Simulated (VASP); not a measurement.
Write the native input for VASP 6.6.1 that does the following.

```yaml
Task: single point
Functional: PBE
Potentials_or_basis: VASP PAW PBE potentials, release 64 (Mg_sv, O)
Cutoff: 840 eV
k_mesh: 9 × 9 × 9
Occupations: fermi-dirac, width 0.05 eV
Spin: no spin polarisation
Dipole_correction: no
Further_INCAR_settings: ALGO = Normal; EDIFF = 1e-06; NBANDS = 15
```

The structure of MgO lies in POSCAR:

```
MgO
1.0
    0.0000000000      2.1544500000      2.1544500000
    2.1544500000      0.0000000000      2.1544500000
    2.1544500000      2.1544500000      0.0000000000
Mg O
1 1
Direct
    0.0000000000      0.0000000000      0.0000000000
    0.5000000000      0.5000000000      0.5000000000
```

The input as run:

INCAR

```
  PREC = Accurate
  ENCUT = 840
  EDIFF = 1E-6
  ISMEAR = -1
  SIGMA = 0.05
  LREAL = F
  LASPH = T
  NELM = 120
  ALGO = Normal
  ISIF = 2
  LWAVE = F
  LCHARG = T
  GGA = PE
  LELF = T
  LVHAR = T
  NBANDS = 15
  GGA_COMPAT = F
```

KPOINTS

```
regular mesh
0
Gamma
  9 9 9
```

Potentials or basis: VASP PAW PBE potentials, release 64 (Mg_sv, O).

Run with:

```sh
$ cat potpaw_PBE.64/Mg_sv/POTCAR potpaw_PBE.64/O/POTCAR > POTCAR
$ mpirun -np 1 vasp_std > vasp.out
```

It gave:

```json
{"Pressure": "-5.3 GPa", "Band gap on the k mesh": "4.11 eV"}
```

Caveat: the cell stands under tension.

It took 28 s on 1 thread of Intel(R) Xeon(R) Platinum 8375C CPU @ 2.90GHz (Ice Lake), with other jobs on the host, peak memory 0.17 GiB.
